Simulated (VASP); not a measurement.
# BaTiO3 (R3m) in VASP: a series of runs

Runs on BaTiO3. Level: r2SCAN. Tasks: single point.

All numbers are computed with VASP 6.6.1; they aren't measurements. Logs are shortened: lines on timing, memory, paths and dates and some standing lists are left out, and cuts for length are marked.

**1. The cell of the first run**

Symmetry: R3m, No. 160, trigonal system. Conventional cell: a = 5.680 Å, b = 5.680 Å, c = 6.994 Å, α = 90.00°, β = 90.00°, γ = 120.00°. Ba (site symmetry 3m) has 12 O at 2.78 to 2.93 Å and 8 Ti at 3.40 to 3.59 Å within 3.7 Å. Ti (site symmetry 3m) has 6 O at 1.87 to 2.16 Å within 2.5 Å. Within 2.5 Å of O (site symmetry m) lie 2 Ti at 1.87 to 2.16 Å.

**2. Single point, r2SCAN**

The input, POSCAR:

```
BaTiO3
1.0
    2.8399983158      1.6396737921      2.3313532671
   -2.8399983158      1.6396737921      2.3313532671
    0.0000000000     -3.2793475843      2.3313532671
Ba Ti O
1 1 3
Direct
   -0.0032057792     -0.0032057792     -0.0032057792
    0.4833346603      0.4833346603      0.4833346603
    0.5098255442      0.5098255442      0.0194200304
    0.0194200304      0.5098255442      0.5098255442
    0.5098255442      0.0194200304      0.5098255442
```

The input, INCAR.step1:

```
SYSTEM = BaTiO3
PREC     = Accurate       ! precision mode
ENCUT    = 520            ! plane-wave cutoff, eV
ISMEAR   = 0              ! smearing method
SIGMA    = 0.01           ! smearing width, eV
LREAL    = .FALSE.        ! projectors in reciprocal space
LASPH    = .TRUE.         ! aspherical terms in the spheres
NELM     = 80             ! most SCF steps
NBANDS   = 28             ! bands
GGA      = PE             ! functional
ALGO     = Normal         ! electronic algorithm
EDIFF    = 1E-4           ! SCF threshold, eV
LWAVE    = .TRUE.         ! write WAVECAR
LCHARG   = .FALSE.        ! write CHGCAR
```

The input, INCAR.step2:

```
SYSTEM = BaTiO3
PREC     = Accurate       ! precision mode
ENCUT    = 520            ! plane-wave cutoff, eV
EDIFF    = 1E-6           ! SCF threshold, eV
ISMEAR   = 0              ! smearing method
SIGMA    = 0.01           ! smearing width, eV
LREAL    = .FALSE.        ! projectors in reciprocal space
LASPH    = .TRUE.         ! aspherical terms in the spheres
NELM     = 80             ! most SCF steps
ALGO     = Normal         ! electronic algorithm
ISIF     = 2              ! what is computed and relaxed
LWAVE    = .FALSE.        ! write WAVECAR
LCHARG   = .FALSE.        ! write CHGCAR
METAGGA  = R2SCAN         ! meta-GGA
LMIXTAU  = .TRUE.       
NBANDS   = 28             ! bands
ISTART   = 1
```

The input, KPOINTS:

```
Automatic mesh
0
G
  6 6 6
  0 0 0
```

Potentials or basis: VASP PAW PBE potentials, release 64 (Ba_sv, Ti_sv, O).

Started as:

```
cat potpaw_PBE.64/Ba_sv/POTCAR potpaw_PBE.64/Ti_sv/POTCAR potpaw_PBE.64/O/POTCAR > POTCAR
cp INCAR.step1 INCAR
mpirun -np 1 vasp_std > vasp.out
cp INCAR.step2 INCAR
mpirun -np 1 vasp_std > vasp.out
```

OUTCAR:

```text
SYSTEM = BaTiO3
   PREC = Accurate
   ENCUT = 520
   EDIFF = 1E-6
   ISMEAR = 0
   LREAL = .FALSE.
   LASPH = .TRUE.
   NELM = 80
   ISIF = 2
   METAGGA = R2SCAN
   ISTART = 1

 ion  position               nearest neighbor table
   1  0.997  0.997  0.997-   3 2.78   4 2.78   5 2.78   3 2.84   3 2.84   4 2.84   5 2.84   5 2.84
                             4 2.84   3 2.93   4 2.93   5 2.93   2 3.40   2 3.45   2 3.45   2 3.45
   2  0.483  0.483  0.483-   4 1.87   5 1.87   3 1.87   5 2.16   4 2.16   3 2.16   1 3.40   1 3.45
                             1 3.45   1 3.45   1 3.51   1 3.51   1 3.51   1 3.59
   3  0.510  0.510  0.019-   2 1.87   2 2.16   1 2.78   1 2.84   1 2.84   1 2.93
   4  0.019  0.510  0.510-   2 1.87   2 2.16   1 2.78   1 2.84   1 2.84   1 2.93
   5  0.510  0.019  0.510-   2 1.87   2 2.16   1 2.78   1 2.84   1 2.84   1 2.93

  LATTYP: Found a trigonal (rhomboedric) cell.
 ALAT       =     4.0235964800
 COS(alpha) =     0.0035917343

  Lattice vectors:

 A1 = (   2.8399983158,   1.6396737921,   2.3313532671)
 A2 = (  -2.8399983158,   1.6396737921,   2.3313532671)
 A3 = (   0.0000000000,  -3.2793475843,   2.3313532671)

Analysis of symmetry for initial positions (statically):
=====================================================================
 Subroutine PRICEL returns:
 Original cell was already a primitive cell.

 Routine SETGRP: Setting up the symmetry group for a
 trigonal (rhombohedral) supercell.

 Subroutine GETGRP returns: Found  6 space group operations
 (whereof  6 operations were pure point group operations)
 out of a pool of 12 trial point group operations.

The static configuration has the point symmetry C_3v.

Analysis of symmetry for dynamics (positions and initial velocities):
=====================================================================
 Subroutine PRICEL returns:
 Original cell was already a primitive cell.

 Routine SETGRP: Setting up the symmetry group for a
 trigonal (rhombohedral) supercell.

 Subroutine GETGRP returns: Found  6 space group operations
 (whereof  6 operations were pure point group operations)
 out of a pool of 12 trial point group operations.

The dynamic configuration has the point symmetry C_3v.

 Subroutine INISYM returns: Found  6 space group operations
 (whereof  6 operations are pure point group operations),
 and found     1 'primitive' translations

----------------------------------------------------------------------------------------

                                     Primitive cell

  volume of cell :      65.1381

  direct lattice vectors                    reciprocal lattice vectors
     2.839998316  1.639673792  2.331353267     0.176056442  0.101646234  0.142978474
    -2.839998316  1.639673792  2.331353267    -0.176056442  0.101646234  0.142978474
     0.000000000 -3.279347584  2.331353267     0.000000000 -0.203292469  0.142978474

  length of vectors
     4.023596480  4.023596480  4.023596480     0.248537064  0.248537064  0.248537064

  position of ions in fractional coordinates (direct lattice)
     0.996794221  0.996794221  0.996794221
     0.483334660  0.483334660  0.483334660
     0.509825544  0.509825544  0.019420030
     0.019420030  0.509825544  0.509825544
     0.509825544  0.019420030  0.509825544

  ion indices of the primitive-cell ions
   primitive index   ion index
                 1           1
                 2           2
                 3           3
                 4           4
                 5           5

----------------------------------------------------------------------------------------

 KPOINTS: Automatic mesh

Automatic generation of k-mesh.
 Grid dimensions read from file:
 generate k-points for:    6    6    6

 Generating k-lattice:

  Cartesian coordinates                     Fractional coordinates (reciprocal lattice)
     0.029342740  0.016941039  0.023829746     0.166666667 -0.000000000 -0.000000000
    -0.029342740  0.016941039  0.023829746    -0.000000000  0.166666667 -0.000000000
     0.000000000 -0.033882078  0.023829746     0.000000000  0.000000000  0.166666667

  Length of vectors
     0.041422844  0.041422844  0.041422844

  Shift w.r.t. Gamma in fractional coordinates (k-lattice)
     0.000000000  0.000000000  0.000000000

 Subroutine IBZKPT returns following result:
 ===========================================

 Found     32 irreducible k-points:

 Following reciprocal coordinates:
            Coordinates               Weight
  0.000000  0.000000  0.000000      1.000000
  0.166667 -0.000000 -0.000000      6.000000
  0.333333 -0.000000 -0.000000      6.000000
  0.500000 -0.000000 -0.000000      3.000000
  0.166667  0.166667 -0.000000      6.000000
  0.333333  0.166667 -0.000000     12.000000
[... 16 lines left out ...]
  0.500000  0.500000  0.166667      6.000000
 -0.333333  0.500000  0.166667     12.000000
 [... further k-points ...]
   k-points           NKPTS =     32   k-points in BZ     NKDIM =     32   number of bands    NBANDS=     28
   number of dos      NEDOS =    301   number of ions     NIONS =      5
   total plane-waves  NPLWV =  27000
   dimension x,y,z NGX =    30 NGY =   30 NGZ =   30
   dimension x,y,z NGXF=    60 NGYF=   60 NGZF=   60
   ions per type =               1   1   3
   NGX,Y,Z   is equivalent  to a cutoff of  12.40, 12.40, 12.40 a.u.
   NGXF,Y,Z  is equivalent  to a cutoff of  24.79, 24.79, 24.79 a.u.
 SYSTEM =  BaTiO3
   PREC   = accura    normal or accurate (medium, high low for compatibility)
   ISTART =      1    job   : 0-new  1-cont  2-samecut
   ICHARG =      0    charge: 1-file 2-atom 10-const
   ISPIN  =      1    spin polarized calculation?
   LNONCOLLINEAR =      F non collinear calculations
   LSORBIT =      F    spin-orbit coupling
   LASPH  =      T    aspherical Exc in radial PAW
   ENCUT  =  520.0 eV  38.22 Ry    6.18 a.u.   7.48  7.48  7.48*2*pi/ulx,y,z
   NELM   =     80;   NELMIN=  2; NELMDL=  0     # of ELM steps
   EDIFF  = 0.1E-05   stopping-criterion for ELM
   LREAL  =      F    real-space projection
   EDIFFG = 0.1E-04   stopping-criterion for IOM
   NSW    =      0    number of steps for IOM
   IBRION =     -1    ionic relax: 0-MD 1-quasi-New 2-CG
   NFREE  =      0    steps in history (QN), initial steepest desc. (CG)
   ISIF   =      2    stress and relaxation
   ISYM   =      2    0-nonsym 1-usesym 2-fastsym
   POTIM  = 0.5000    time-step for ionic-motion
   TEBEG  =    0.0;   TEEND  =   0.0 temperature during run
   PSTRESS=    0.0 pullay stress
   NELECT =      40.0000    total number of electrons
   NUPDOWN=      -1.0000    fix difference up-down
   EMIN   =  10.00;   EMAX   =-10.00  energy-range for DOS
   EFERMI =   0.00;   METHOD = LEGACY
   ISMEAR =     0;   SIGMA  =   0.01  broadening in eV -4-tet -1-fermi 0-gaus
   EFERMI_NEDOS =   21; number of points for ismear=-14 and -15
   IALGO  =     38    algorithm
   IMIX   =      4    mixing-type and parameters
     AMIX     =   0.40;   BMIX     =  1.00
     AMIX_MAG =   1.60;   BMIX_MAG =  1.00
  volume/ion in A,a.u.               =      13.03        87.91
  Fermi-wavevector in a.u.,A,eV,Ry     =   1.391500  2.629554 26.344582  1.936272
  Thomas-Fermi vector in A             =   2.515333
   LORBIT       =      0    0 simple, 1 ext, 2 COOP (PROOUT), +10 PAW based schemes
   METAGGA = R2SCAN    functional components
   LHFCALC =     F    Hartree Fock is set to
   AEXX    =    0.0000 exact exchange contribution
   IVDW    =     0    specifies the selected vdW correction
   LEPSILON=     F    determine dielectric tensor
   LRPA    =     F    only Hartree local field effects (RPA)
 non-spin polarized calculation
 Gauss-broadening in eV      SIGMA  =   0.01
  energy-cutoff  :      520.00
  volume of cell :       65.14
 maximum number of plane-waves:      1776
 NGX is ok and might be reduce to    30
   NGX = 15   NGY = 15   NGZ = 15

 number of electron      40.0000008 magnetization

 Free energy of the ion-electron system (eV)
  ---------------------------------------------------
  ext. energy  EPLUGINS =         0.00000000
  ---------------------------------------------------
  free energy    TOTEN  =       -74.26832566 eV

  energy without entropy =      -74.26832566  energy(sigma->0) =      -74.26832566

 E-fermi :   3.3946     XC(G=0): -11.8074

 val. band max:        3.3398686125   @ k =   0.5000   0.5000   0.5000
 cond. band min:       6.1880065556   @ k =   0.0000   0.0000   0.0000
 fundamental gap:      2.8481379431
 Fermi energy:         3.3945960105

 k-point     1 :       0.0000    0.0000    0.0000
  band No.  band energies     occupation
      1     -55.1715      2.00000
      2     -30.3740      2.00000
      3     -30.3740      2.00000
      4     -30.3715      2.00000
      5     -22.1524      2.00000
      6     -14.4122      2.00000
[... 20 lines left out ...]
     27       8.9572      0.00000
     28      11.4511      0.00000

 k-point     2 :       0.1667   -0.0000   -0.0000
  band No.  band energies     occupation
      1     -55.1713      2.00000
      2     -30.3871      2.00000
      3     -30.3735      2.00000
      4     -30.3717      2.00000
      5     -22.1235      2.00000
      6     -14.4289      2.00000
[... 20 lines left out ...]
     27       9.4868      0.00000
     28      12.0961      0.00000

 k-point     3 :       0.3333   -0.0000   -0.0000
  band No.  band energies     occupation
      1     -55.1707      2.00000
      2     -30.4144      2.00000
      3     -30.3726      2.00000
      4     -30.3708      2.00000
      5     -22.0644      2.00000
      6     -14.5386      2.00000
[... 20 lines left out ...]
     27      10.7360      0.00000
     28      12.2970      0.00000

 k-point     4 :       0.5000   -0.0000   -0.0000
  band No.  band energies     occupation
      1     -55.1705      2.00000
      2     -30.4280      2.00000
      3     -30.3721      2.00000
      4     -30.3703      2.00000
      5     -22.0342      2.00000
      6     -14.6136      2.00000
[... 578 lines left out ...]
     27      11.4082      0.00000
     28      12.4716      0.00000

 k-point    23 :       0.5000    0.5000    0.1667
  band No.  band energies     occupation
      1     -55.1692      2.00000
      2     -30.4251      2.00000
      3     -30.4232      2.00000
      4     -30.3826      2.00000
      5     -21.9436      2.00000
      6     -13.9680      2.00000
[... 20 lines left out ...]
     27      12.4182      0.00000
     28      12.8336      0.00000

 k-point    24 :      -0.3333    0.5000    0.1667
  band No.  band energies     occupation
      1     -55.1694      2.00000
      2     -30.4250      2.00000
      3     -30.4109      2.00000
      4     -30.3830      2.00000
      5     -21.9618      2.00000
      6     -14.1188      2.00000
[... 20 lines left out ...]
     27      12.0743      0.00000
     28      12.5983      0.00000

 [... further k-points ...]

------------------------ aborting loop because EDIFF is reached ----------------------------------------

  FORCE on cell =-STRESS in cart. coord.  units (eV):
  Direction    XX          YY          ZZ          XY          YZ          ZX
  --------------------------------------------------------------------------------------
  -------------------------------------------------------------------------------------
  Total        0.8008009      0.8008009      0.7461224      0.0000000     -0.0000000     -0.0000000
  in kB       19.6970084     19.6970084     18.3521020      0.0000000     -0.0000000     -0.0000000
  external PRESSURE =      19.2487062 kB  Pullay stress =       0.0000000 kB

 VOLUME and BASIS-vectors are now :
 -----------------------------------------------------------------------------
  energy-cutoff  :      520.00
  volume of cell :       65.14
      direct lattice vectors                 reciprocal lattice vectors
     2.839998316  1.639673792  2.331353267     0.176056442  0.101646234  0.142978474
    -2.839998316  1.639673792  2.331353267    -0.176056442  0.101646234  0.142978474
     0.000000000 -3.279347584  2.331353267     0.000000000 -0.203292469  0.142978474

 POSITION                                       TOTAL-FORCE (eV/Angst)
 -----------------------------------------------------------------------------------
      0.00000     -0.00000      6.97164        -0.000000     -0.000000      0.030489
      0.00000     -0.00000      3.38047        -0.000000     -0.000000      0.175404
      0.00000      1.60821      2.42244        -0.000000      0.075654     -0.068631
     -1.39275     -0.80411      2.42244        -0.065518     -0.037827     -0.068631
      1.39275     -0.80411      2.42244         0.065518     -0.037827     -0.068631
 -----------------------------------------------------------------------------------
    total drift:                               -0.000000      0.000001     -0.004208

  FREE ENERGIE OF THE ION-ELECTRON SYSTEM (eV)
  ---------------------------------------------------
  free  energy   TOTEN  =       -74.2683256600 eV

  energy  without entropy=      -74.2683256600  energy(sigma->0) =      -74.26832566
```

Wall time 91 s (1 thread of Intel Xeon 6975P-C (Granite Rapids), shared host); peak memory 0.21 GiB.

Results:

```yaml
Free_energy: -74.2683 eV
Pressure: 1.9 GPa
Largest_force: 0.175 eV/Å
Band_gap_on_the_k_mesh: 2.85 eV, indirect (least direct gap 3.31 eV)
```

Forces on the atoms (eV/Å):
```
Ba   0.000  0.000  0.030
Ti   0.000  0.000  0.175
O    0.000  0.076 -0.069
O   -0.066 -0.038 -0.069
O    0.066 -0.038 -0.069
```

Stress tensor (GPa, compression positive):
```
1.97 0.00 0.00
0.00 1.97 0.00
0.00 0.00 1.84
```

Caveat: the PAW data sets were made with another functional, which shifts forces and pressure a little; spin-orbit coupling is left out, which moves the levels of the heavy elements. r2SCAN opens gaps a little over a GGA but as a rule still falls short of measured ones.

(Part 1 of 2 ends here.)
